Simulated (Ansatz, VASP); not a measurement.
## B: VASP beside Ansatz

```
B
1.0
     0.02994    0.05249   -1.94372
    -0.10204   -3.99876    0.11174
    -8.02485   -0.20408    0.12747
B
8
Direct
  0.04540 0.79914 0.76223
  0.98135 0.74702 0.27492
  0.06495 0.18234 0.73765
  0.97125 0.21492 0.24954
  0.47891 0.54070 0.60294
  0.47162 0.51502 0.09896
  0.55069 0.48548 0.89196
  0.43581 0.51538 0.38181
```

Change from the starting cell: cell x2, atoms moved at random (sigma 0.1 Å) and cell strained at random (1.5 %), then relaxed without symmetry.

Alike in both runs: task relaxation of cell and atoms; functional PBE; k mesh 12 × 6 × 4; occupations gaussian, width 0.2 eV; no spin polarisation.

|  | VASP | Ansatz |
| --- | --- | --- |
| version | VASP 6.6.1 | Ansatz 0.2.0 |
| potentials or method | VASP PAW PBE potentials, release 64 (B), cutoff 600 eV | scalar-relativistic, plane waves, PAW |
| valence electrons in the cell | 24 | 24 |

```csv
,VASP,Ansatz,Ansatz less VASP
"gap on the k mesh at the Fermi level, each at its own relaxed structure (eV)",none,none,-
relaxed volume (Å³/atom),7.66,7.65,-0.001
relaxed cell length with the largest relative difference (Å),8.022,8.020,-0.0017
```

A gap of «none» marks a metal or a gap that the smearing closes.
